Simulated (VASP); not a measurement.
# TiSi2 (Immm) in VASP: notebook

TiSi2 is run at these levels: PBEsol; tasks: single point.

Program: VASP 6.6.1. These are calculated values, not measurements. Logs are shortened: lines on timing, memory, paths and dates and some standing lists are left out, and cuts for length are marked.

## 1. The cell of the first run

The structure is orthorhombic, space group Immm (No. 71). Conventional cell: a = 2.759 Å, b = 3.248 Å, c = 7.970 Å, α = 90.00°, β = 90.00°, γ = 90.00°. Within 3.3 Å of Ti (site symmetry mmm) lie 10 Si at 2.53 to 2.63 Å and 4 Ti at 2.76 to 3.25 Å. Within 3.3 Å of Si (site symmetry mm2) lie 9 Si at 2.48 to 3.25 Å and 5 Ti at 2.53 to 2.63 Å.

## 2. Single point, PBEsol

File INCAR:

```
PREC = Accurate
ENCUT = 520
EDIFF = 1E-6
ISMEAR = -1
SIGMA = 0.05
LREAL = F
LASPH = T
NELM = 60
ALGO = Normal
ISIF = 2
LWAVE = F
LCHARG = F
GGA = PS
NBANDS = 17
```

File KPOINTS:

```
regular mesh
0
Gamma
  12 12 12
```

File POSCAR:

```
TiSi2
1.0
   -1.3794175652      1.6239308757      3.9847601924
    1.3794175652     -1.6239308757      3.9847601924
    1.3794175652      1.6239308757     -3.9847601924
Ti Si
1 2
Direct
    0.0000000000      0.0000000000      0.0000000000
    0.6704531890      0.6704531890      0.0000000000
    0.3295468110      0.3295468110      0.0000000000
```

Potentials or basis: VASP PAW PBE potentials, release 64 (Ti_sv, Si).

The run is started by

```console
$ cat potpaw_PBE.64/Ti_sv/POTCAR potpaw_PBE.64/Si/POTCAR > POTCAR
$ mpirun -np 1 vasp_std > vasp.out
```

OUTCAR:

```text
PREC = Accurate
   ENCUT = 520
   EDIFF = 1E-6
   ISMEAR = -1
   LREAL = F
   LASPH = T
   NELM = 60
   ISIF = 2
   GGA = PS

 ion  position               nearest neighbor table
   1  0.000  0.000  0.000-   2 2.53   2 2.53   3 2.53   2 2.53   3 2.53   3 2.53   2 2.53   3 2.53
                             2 2.63   3 2.63
   2  0.670  0.670  0.000-   3 2.48   3 2.48   3 2.48   3 2.48   1 2.53   1 2.53   1 2.53   1 2.53
                             1 2.63   3 2.72
   3  0.330  0.330  0.000-   2 2.48   2 2.48   2 2.48   2 2.48   1 2.53   1 2.53   1 2.53   1 2.53
                             1 2.63   2 2.72

  LATTYP: Found a body centered orthorhombic cell.
 ALAT       =     2.7588351304
 B/A-ratio  =     1.1772583710
 C/A-ratio  =     2.8887265850

  Lattice vectors:

 A1 = (  -1.3794175652,   1.6239308757,   3.9847601924)
 A2 = (   1.3794175652,  -1.6239308757,   3.9847601924)
 A3 = (   1.3794175652,   1.6239308757,  -3.9847601924)

Analysis of symmetry for initial positions (statically):
=====================================================================
 Subroutine PRICEL returns:
 Original cell was already a primitive cell.

 Routine SETGRP: Setting up the symmetry group for a
 body centered orthorhombic supercell.

 Subroutine GETGRP returns: Found  8 space group operations
 (whereof  8 operations were pure point group operations)
 out of a pool of  8 trial point group operations.

The static configuration has the point symmetry D_2h.

Analysis of symmetry for dynamics (positions and initial velocities):
=====================================================================
 Subroutine PRICEL returns:
 Original cell was already a primitive cell.

 Routine SETGRP: Setting up the symmetry group for a
 body centered orthorhombic supercell.

 Subroutine GETGRP returns: Found  8 space group operations
 (whereof  8 operations were pure point group operations)
 out of a pool of  8 trial point group operations.

The dynamic configuration has the point symmetry D_2h.

 Subroutine INISYM returns: Found  8 space group operations
 (whereof  8 operations are pure point group operations),
 and found     1 'primitive' translations

----------------------------------------------------------------------------------------

                                     Primitive cell

  volume of cell :      35.7047

[... 83 lines left out ...]
   ICHARG =      2    charge: 1-file 2-atom 10-const
   ISPIN  =      1    spin polarized calculation?
   LNONCOLLINEAR =      F non collinear calculations
   LSORBIT =      F    spin-orbit coupling
   LASPH  =      T    aspherical Exc in radial PAW
   ENCUT  =  520.0 eV  38.22 Ry    6.18 a.u.   8.40  8.40  8.40*2*pi/ulx,y,z
   NELM   =     60;   NELMIN=  2; NELMDL= -5     # of ELM steps
   EDIFF  = 0.1E-05   stopping-criterion for ELM
   LREAL  =      F    real-space projection
   EDIFFG = 0.1E-04   stopping-criterion for IOM
   NSW    =      0    number of steps for IOM
   IBRION =     -1    ionic relax: 0-MD 1-quasi-New 2-CG
   NFREE  =      0    steps in history (QN), initial steepest desc. (CG)
   ISIF   =      2    stress and relaxation
   ISYM   =      2    0-nonsym 1-usesym 2-fastsym
   POTIM  = 0.5000    time-step for ionic-motion
   TEBEG  =    0.0;   TEEND  =   0.0 temperature during run
   PSTRESS=    0.0 pullay stress
   NELECT =      20.0000    total number of electrons
   NUPDOWN=      -1.0000    fix difference up-down
   EMIN   =  10.00;   EMAX   =-10.00  energy-range for DOS
   EFERMI =   0.00;   METHOD = LEGACY
   ISMEAR =    -1;   SIGMA  =   0.05  broadening in eV -4-tet -1-fermi 0-gaus
   EFERMI_NEDOS =   21; number of points for ismear=-14 and -15
   IALGO  =     38    algorithm
   IMIX   =      4    mixing-type and parameters
     AMIX     =   0.40;   BMIX     =  1.00
     AMIX_MAG =   1.60;   BMIX_MAG =  1.00
  volume/ion in A,a.u.               =      11.90        80.32
  Fermi-wavevector in a.u.,A,eV,Ry     =   1.349511  2.550205 24.778647  1.821179
  Thomas-Fermi vector in A             =   2.477092
   LORBIT       =      0    0 simple, 1 ext, 2 COOP (PROOUT), +10 PAW based schemes
   GGA     = PS    functional components
   LHFCALC =     F    Hartree Fock is set to
   AEXX    =    0.0000 exact exchange contribution
   IVDW    =     0    specifies the selected vdW correction
   LEPSILON=     F    determine dielectric tensor
   LRPA    =     F    only Hartree local field effects (RPA)
 non-spin polarized calculation
  energy-cutoff  :      520.00
  volume of cell :       35.70
 maximum number of plane-waves:       976
 NGX is ok and might be reduce to    36
   NGX = 17   NGY = 17   NGZ = 17

 number of electron      19.9999998 magnetization

 Free energy of the ion-electron system (eV)
  ---------------------------------------------------
  ext. energy  EPLUGINS =         0.00000000
  ---------------------------------------------------
  free energy    TOTEN  =       -20.86984751 eV

  energy without entropy =      -20.86118428  energy(sigma->0) =      -20.86551589

 E-fermi :  12.1700     XC(G=0): -12.5692

 val. band max:       12.1684455382   @ k =  -0.1667  -0.3333   0.1667
 cond. band min:      12.1850317347   @ k =   0.1667   0.4167   0.0000
 fundamental gap:      0.0165861965
 Fermi energy:        12.1699900623

 k-point     1 :       0.0000    0.0000    0.0000
  band No.  band energies     occupation
      1     -43.3070      2.00000
      2     -19.8205      2.00000
      3     -19.7695      2.00000
      4     -19.3712      2.00000
      5      -1.6004      2.00000
      6       6.6906      2.00000
[... 457 lines left out ...]
      4     -19.5266      2.00000
      5       0.8924      2.00000
      6       4.4927      2.00000
[... 9 lines left out ...]
     16      18.7644      0.00000
     17      21.2369      0.00000

 [... further k-points ...]
[... 5 lines left out ...]
  --------------------------------------------------------------------------------------
  -------------------------------------------------------------------------------------
  Total        6.7026079      6.7238860      6.7058154      0.0000000      0.0000000      0.0000000
  in kB      300.7661255    301.7209417    300.9100589      0.0000000      0.0000000      0.0000000
  external PRESSURE =     301.1323754 kB  Pullay stress =       0.0000000 kB

 VOLUME and BASIS-vectors are now :
 -----------------------------------------------------------------------------
  energy-cutoff  :      520.00
  volume of cell :       35.70
      direct lattice vectors                 reciprocal lattice vectors
    -1.379417565  1.623930876  3.984760192     0.000000000  0.307894879  0.125478065
     1.379417565 -1.623930876  3.984760192     0.362471823  0.000000000  0.125478065
     1.379417565  1.623930876 -3.984760192     0.362471823  0.307894879  0.000000000

 POSITION                                       TOTAL-FORCE (eV/Angst)
 -----------------------------------------------------------------------------------
      0.00000      0.00000      0.00000         0.000000     -0.000000     -0.000000
      0.00000      0.00000      5.34319         0.000000     -0.000000     -0.007951
      0.00000      0.00000      2.62633        -0.000000      0.000000      0.007951
 -----------------------------------------------------------------------------------
    total drift:                                0.000000      0.000000     -0.000000

  FREE ENERGIE OF THE ION-ELECTRON SYSTEM (eV)
  ---------------------------------------------------
  free  energy   TOTEN  =       -20.8698475063 eV

  energy  without entropy=      -20.8611842797  energy(sigma->0) =      -20.86551589
```

Run time: 5.5 min. Hardware: 1 thread of AMD EPYC 7R13 (Zen 3), shared host; peak memory 0.29 GiB.

Results:

```yaml
Free_energy: -20.8698 eV
Pressure: 30.1 GPa
Largest_force: 0.008 eV/Å
Band_gap_on_the_k_mesh: zero (bands 10 and 11 overlap by 2.89 eV)
```

Forces on the atoms (eV/Å):
```
Ti   0.000  0.000  0.000
Si   0.000  0.000 -0.008
Si   0.000  0.000  0.008
```

Caveat: the cell stands under pressure; the PAW data sets were made with another functional, which shifts forces and pressure a little.

## 3. Single point, PBEsol

This run uses another cell than the first one, of 12.40 Å³/atom.

File INCAR:

```
SYSTEM = TiSi2
PREC = Accurate ; ENCUT = 520
EDIFF = 1E-7 ; ISMEAR = -1
SIGMA = 0.05 ; LREAL = .False.
LASPH = .True. ; NELM = 80
ALGO = Normal ; ISIF = 2
LWAVE = .False. ; LCHARG = .False.
GGA = PS ; NBANDS = 17
```

File KPOINTS:

```
regular mesh
0
Gamma
  12 12 12
  0 0 0
```

File POSCAR:

```
TiSi2
1.0
   -1.4023331904      1.6439458890      4.0331640522
    1.4023331904     -1.6439458890      4.0331640522
    1.4023331904      1.6439458890     -4.0331640522
Ti Si
1 2
Direct
    0.0000000000      0.0000000000      0.0000000000
    0.6702674600      0.6702674600      0.0000000000
    0.3297325400      0.3297325400      0.0000000000
```

Potentials or basis: VASP PAW PBE potentials, release 64 (Ti_sv, Si).

The run is started by

```console
$ cat potpaw_PBE.64/Ti_sv/POTCAR potpaw_PBE.64/Si/POTCAR > POTCAR
$ mpirun -np 1 vasp_std > vasp.out
```

Wall time 5.9 min (1 thread of AMD EPYC 7R13 (Zen 3), shared host); peak memory 0.3 GiB.

It converged, with:

- Free energy: -21.1017 eV
- Pressure: 20.1 GPa
- Largest force: 0.005 eV/Å
- Band gap on the k mesh: zero (bands 10 and 11 overlap by 2.79 eV)

Forces in eV/Å, atoms in the order of the input:
```
Ti   0.000  0.000  0.000
Si   0.000  0.000 -0.005
Si   0.000  0.000  0.005
```

Levels at points of the mesh, in eV from the Fermi level:
| k point | band 8 | band 9 | band 10 | band 11 | band 12 | band 13 |
| --- | --- | --- | --- | --- | --- | --- |
| (0.00, 0.00, 0.00) | -2.46 | -0.84 | 1.01 | 2.15 | 2.84 | 3.59 |
| (0.50, 0.00, 0.00) | -3.99 | -0.84 | 1.19 | 2.38 | 3.02 | 4.24 |
| (0.00, 0.50, 0.00) | -3.62 | -1.12 | -0.57 | 0.99 | 3.05 | 4.06 |
| (0.50, 0.50, 0.00) | -4.46 | -3.18 | -1.57 | -0.53 | 3.37 | 3.46 |
| (0.50, 0.50, 0.50) | -1.38 | -0.54 | 0.46 | 2.35 | 2.91 | 3.08 |

Caveat: the cell stands under pressure; the PAW data sets were made with another functional, which shifts forces and pressure a little.

## 4. Single point, PBEsol

This run uses another cell than the first one, of 13.01 Å³/atom.

File INCAR:

```
SYSTEM = TiSi2
PREC = Accurate
ENCUT = 520
EDIFF = 1E-7
ISMEAR = -1
SIGMA = 0.05
LREAL = .False.
LASPH = .True.
NELM = 100
ALGO = Normal
ISIF = 2
LWAVE = .False.
LCHARG = .False.
GGA = PS
NBANDS = 17
```

KPOINTS is that of step 3.

File POSCAR:

```
TiSi2
1.0
   -1.4293004742      1.6680392057      4.0923643688
    1.4293004742     -1.6680392057      4.0923643688
    1.4293004742      1.6680392057     -4.0923643688
Ti Si
1 2
Direct
    0.0000000000      0.0000000000      0.0000000000
    0.6699616950      0.6699616950      0.0000000000
    0.3300383050      0.3300383050      0.0000000000
```

The run is started by

```console
$ cat potpaw_PBE.64/Ti_sv/POTCAR potpaw_PBE.64/Si/POTCAR > POTCAR
$ mpirun -np 1 vasp_std > vasp.out
```

Wall time 5.9 min (1 thread of AMD EPYC 7R13 (Zen 3), shared host); peak memory 0.3 GiB.

It converged, with:

```
Free energy            : -21.2729 eV
Pressure               : 10.1 GPa
Band gap on the k mesh : zero (bands 10 and 11 overlap by 2.60 eV)
```

Forces in eV/Å, atoms in the order of the input:
```
Ti   0.000  0.000  0.000
Si   0.000  0.000 -0.003
Si   0.000  0.000  0.003
```

Levels at points of the mesh, in eV from the Fermi level:
| k point | band 6 | band 7 | band 8 | band 9 | band 10 | band 11 | band 12 | band 13 | band 14 | band 15 |
| --- | --- | --- | --- | --- | --- | --- | --- | --- | --- | --- |
| (0.00, 0.00, 0.00) | -5.09 | -4.03 | -2.33 | -0.75 | 0.90 | 2.15 | 2.67 | 3.41 | 4.23 | 4.51 |
| (0.50, 0.00, 0.00) | -9.52 | -4.52 | -3.89 | -0.77 | 1.08 | 2.25 | 2.86 | 3.99 | 4.30 | 6.01 |
| (0.00, 0.50, 0.00) | -8.39 | -3.71 | -3.53 | -1.05 | -0.52 | 0.99 | 2.97 | 3.82 | 4.38 | 4.89 |
| (0.50, 0.50, 0.00) | -5.69 | -5.35 | -4.53 | -3.07 | -1.46 | -0.59 | 3.15 | 3.26 | 3.42 | 4.00 |
| (0.50, 0.50, 0.50) | -9.18 | -1.48 | -1.33 | -0.45 | 0.47 | 2.20 | 2.74 | 2.82 | 4.10 | 4.32 |

Caveat: the cell stands under pressure; the PAW data sets were made with another functional, which shifts forces and pressure a little.

## 5. Single point, PBEsol

This run uses another cell than the first one, of 13.38 Å³/atom.

File INCAR:

```
  ALGO = Normal
  EDIFF = 1E-6
  ENCUT = 520
  GGA = PS
  ISIF = 2
  ISMEAR = -1
  LASPH = T
  LCHARG = F
  LREAL = F
  LWAVE = F
  NBANDS = 17
  NELM = 60
  PREC = Accurate
  SIGMA = 0.05
```

File KPOINTS:

```
k-points
0
Gamma
  12 12 12
```

File POSCAR:

```
TiSi2
1.0
   -1.4459840534      1.6821642619      4.1252327752
    1.4459840534     -1.6821642619      4.1252327752
    1.4459840534      1.6821642619     -4.1252327752
Ti Si
1 2
Direct
    0.0000000000      0.0000000000      0.0000000000
    0.6697397436      0.6697397436      0.0000000000
    0.3302602564      0.3302602564      0.0000000000
```

The run is started by

```console
$ cat potpaw_PBE.64/Ti_sv/POTCAR potpaw_PBE.64/Si/POTCAR > POTCAR
$ mpirun -np 1 vasp_std > vasp.out
```

Run time: 5.4 min. Hardware: 1 thread of AMD EPYC 7R13 (Zen 3), shared host; peak memory 0.31 GiB.

It converged, with:

```yaml
Free_energy: -21.3254 eV
Pressure: 5.1 GPa
Largest_force: 0.004 eV/Å
Band_gap_on_the_k_mesh: zero (bands 10 and 11 overlap by 2.48 eV)
```

Forces on the atoms (eV/Å):
```
Ti   0.000  0.000  0.000
Si   0.000  0.000 -0.004
Si   0.000  0.000  0.004
```

Stress tensor (GPa, compression positive):
```
5.06 0.00 0.00
0.00 5.14 0.00
0.00 0.00 5.14
```

Levels at points of the mesh, in eV from the Fermi level:
```tsv
k point	band 8	band 9	band 10	band 11	band 12	band 13
(0.00, 0.00, 0.00)	-2.24	-0.70	0.83	2.15	2.57	3.32
(0.50, 0.00, 0.00)	-3.83	-0.73	1.01	2.17	2.77	3.86
(0.00, 0.50, 0.00)	-3.48	-1.01	-0.48	0.99	2.93	3.69
(0.50, 0.50, 0.00)	-4.56	-3.01	-1.39	-0.62	3.04	3.15
(0.50, 0.50, 0.50)	-1.29	-0.41	0.48	2.12	2.64	2.66
```

Caveat: the cell stands under pressure; the PAW data sets were made with another functional, which shifts forces and pressure a little.

## 6. Single point, PBEsol

This run uses another cell than the first one, of 13.81 Å³/atom.

File INCAR:

```
PREC     = Accurate       # precision mode
ENCUT    = 520            # plane-wave cutoff, eV
EDIFF    = 1E-6           # SCF threshold, eV
ISMEAR   = -1             # smearing method
SIGMA    = 0.05           # smearing width, eV
LREAL    = F              # projectors in reciprocal space
LASPH    = T              # aspherical terms in the spheres
NELM     = 60             # most SCF steps
ALGO     = Normal         # electronic algorithm
ISIF     = 2              # what is computed and relaxed
LWAVE    = F              # write WAVECAR
LCHARG   = F              # write CHGCAR
GGA      = PS             # functional
NBANDS   = 17             # bands
```

File KPOINTS:

```
Automatic mesh
0
Gamma
  12 12 12
```

File POSCAR:

```
TiSi2
1.0
   -1.4641321907      1.6989286032      4.1647538245
    1.4641321907     -1.6989286032      4.1647538245
    1.4641321907      1.6989286032     -4.1647538245
Ti Si
1 2
Direct
    0.0000000000      0.0000000000      0.0000000000
    0.6693667462      0.6693667462      0.0000000000
    0.3306332538      0.3306332538      0.0000000000
```

Potentials or basis: VASP PAW PBE potentials, release 64 (Ti_sv, Si).

The run is started by

```console
$ cat potpaw_PBE.64/Ti_sv/POTCAR potpaw_PBE.64/Si/POTCAR > POTCAR
$ mpirun -np 1 vasp_std > vasp.out
```

It took 4.9 min on 1 thread of AMD EPYC 7R13 (Zen 3), shared host; peak memory 0.31 GiB.

The run converged. Its results:

```
Free energy            : -21.3461 eV
Pressure               : 0.1 GPa
Band gap on the k mesh : zero (bands 10 and 11 overlap by 2.38 eV)
```

Levels at points of the mesh, in eV from the Fermi level:
| k point | band 7 | band 8 | band 9 | band 10 | band 11 | band 12 | band 13 | band 14 |
| --- | --- | --- | --- | --- | --- | --- | --- | --- |
| (0.00, 0.00, 0.00) | -4.03 | -2.15 | -0.65 | 0.77 | 2.14 | 2.47 | 3.21 | 3.95 |
| (0.50, 0.00, 0.00) | -4.36 | -3.76 | -0.69 | 0.94 | 2.09 | 2.67 | 3.70 | 4.15 |
| (0.00, 0.50, 0.00) | -3.63 | -3.42 | -0.98 | -0.45 | 0.99 | 2.88 | 3.53 | 4.14 |
| (0.50, 0.50, 0.00) | -5.11 | -4.59 | -2.93 | -1.32 | -0.65 | 2.92 | 3.02 | 3.26 |
| (0.50, 0.50, 0.50) | -1.31 | -1.26 | -0.35 | 0.48 | 2.03 | 2.52 | 2.53 | 3.91 |

Caveat: the PAW data sets were made with another functional, which shifts forces and pressure a little.

## 7. Overview

| cell | gap on the mesh (eV) | pressure (GPa) | largest force (eV/Å) |
| --- | --- | --- | --- |
| a = 4.519 Å, angles 144.5, 137.9, 56.3°, 3 atoms, atomic positions A | none | 30.1 | 0.01 |
| a = 4.576 Å, angles 144.3, 137.9, 56.4°, 3 atoms, atomic positions B | none | 20.1 | 0.01 |
| a = 4.645 Å, angles 144.2, 137.9, 56.5°, 3 atoms, atomic positions C | none | 10.1 | - |
| a = 4.684 Å, angles 144.0, 137.9, 56.5°, 3 atoms, atomic positions D | none | 5.1 | - |
| a = 4.730 Å, angles 143.9, 137.9, 56.6°, 3 atoms, atomic positions E | none | 0.1 | - |

Alike in all rows: task single point; level PBEsol; potentials or basis VASP PAW PBE potentials, release 64 (Ti_sv, Si); no spin polarisation; k mesh 12 × 12 × 12; cutoff (eV) 520; smearing fermi-dirac 0.05 eV.

Caveats: the PAW data sets were made with another functional, which shifts forces and pressure a little; the cell stands under pressure (at least some runs).

Absolute energies hang on the potentials; compare differences alone.
